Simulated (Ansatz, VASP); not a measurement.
One calculation of Sb, two programs

File INCAR:

```
PREC = Accurate
ENCUT = 600
EDIFF = 1E-6
ISMEAR = 0
SIGMA = 0.1
LREAL = False
LASPH = True
NELM = 80
ALGO = Normal
ISIF = 3
LWAVE = False
LCHARG = False
GGA = PE
IBRION = 2
NSW = 90
EDIFFG = -0.04
```

The input KPOINTS:

```
Automatic mesh
0
Gamma
  2 2 6
```

The input POSCAR:

```
Sb
1.0
    7.5612471300      0.0000000000      0.0000000000
    0.0000000000      7.5612471300      0.0000000000
    0.0000000000      0.0000000000      2.7725920800
Sb
6
Direct
    0.1767953900      0.3232046100      0.0000000000
    0.3232046100      0.8232046100      0.0000000000
    0.8232046100      0.6767953900      0.0000000000
    0.6767953900      0.1767953900      0.0000000000
    0.0000000000      0.0000000000      0.0000000000
    0.5000000000      0.5000000000      0.0000000000
```

Input for Ansatz:

```yaml
crystal:
  lattice:
    - [7.56124713, 0.0, 0.0]
    - [0.0, 7.56124713, 0.0]
    - [0.0, 0.0, 2.77259208]
  atoms:
    - { symbol: Sb, position: [0.17679539, 0.32320461, 0.0] }
    - { symbol: Sb, position: [0.32320461, 0.82320461, 0.0] }
    - { symbol: Sb, position: [0.82320461, 0.67679539, 0.0] }
    - { symbol: Sb, position: [0.67679539, 0.17679539, 0.0] }
    - { symbol: Sb, position: [0.0, 0.0, 0.0] }
    - { symbol: Sb, position: [0.5, 0.5, 0.0] }
basis:
  ecutwfc: 420
kpoints:
  mp_grid: { grid: [2, 2, 6] }
hamiltonian:
  xc: pbe
scf:
  occupations: { method: gaussian, width: 0.1 }
  lower_state_search: "off"
output:
  forces: true
  stress: true
  eigenvalues: true
relax:
  adjacent_minimum: "off"
  f_tol: 0.04
  max_steps: 70
  cell: { stress_tol: 0.4 }
```

Alike in both runs: task relaxation of cell and atoms; functional PBE; k mesh 2 × 2 × 6; occupations gaussian, width 0.1 eV; no spin polarisation.

|  | VASP | Ansatz |
| --- | --- | --- |
| version | VASP 6.6.1 | Ansatz 0.2.0 |
| potentials or method | VASP PAW PBE potentials, release 64 (Sb), cutoff 600 eV | scalar-relativistic, plane waves, PAW |
| valence electrons in the cell | 30 | 90 |

```csv
,VASP,Ansatz,Ansatz less VASP
"gap on the k mesh at the Fermi level, each at its own relaxed structure (eV)",none,none,-
relaxed volume (Å³/atom),33.34,33.23,-0.112
relaxed cell length with the largest relative difference (Å),8.027,8.016,-0.0108
```

A gap of «none» marks a metal or a gap that the smearing closes. VASP's potentials hold 30 valence electrons a cell and Ansatz's 90, so a difference there can come from the potentials and not from the codes.

The k mesh is coarse, so the values compare programs but aren't converged. Spin-orbit coupling is off throughout. Noted on VASP's run: the volume moved by over 15 % at a fixed basis, so the end points are rough.
